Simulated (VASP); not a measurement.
PbS:

```
Pb S
1.0
     3.63513    0.00000    0.00000
     0.00000    3.63513    0.00000
     0.00000    0.00000    3.63513
Pb S
1 1
Direct
  0.00000 0.00000 0.00000
  0.50000 0.50000 0.50000
```

Base run:

* Program: VASP 6.6.1
* Functional: PBE
* Potentials or basis: VASP PAW PBE potentials, release 64 (Pb_d, S)
* Cutoff: 500 eV
* k mesh: 6 × 6 × 6
* Occupations: fermi-dirac, width 0.02 eV
* Spin: no spin polarisation

Its results: band gap on the k mesh zero (bands 10 and 11 overlap by 0.55 eV); pressure 0.9 GPa.

The run is repeated on the same cell with these changes: functional from PBE to PBEsol. What comes out?

Band gap on the k mesh zero (bands 10 and 11 overlap by 0.65 eV); pressure -2.5 GPa.

PBEsol binds more tightly than PBE, so the same cell stands under less pressure.

Caveats: semilocal functionals underestimate gaps, so a narrow gap can read as zero; spin-orbit coupling is left out, which moves the levels of the heavy elements; the PAW data sets were made with another functional, which shifts forces and pressure a little (at least some runs).
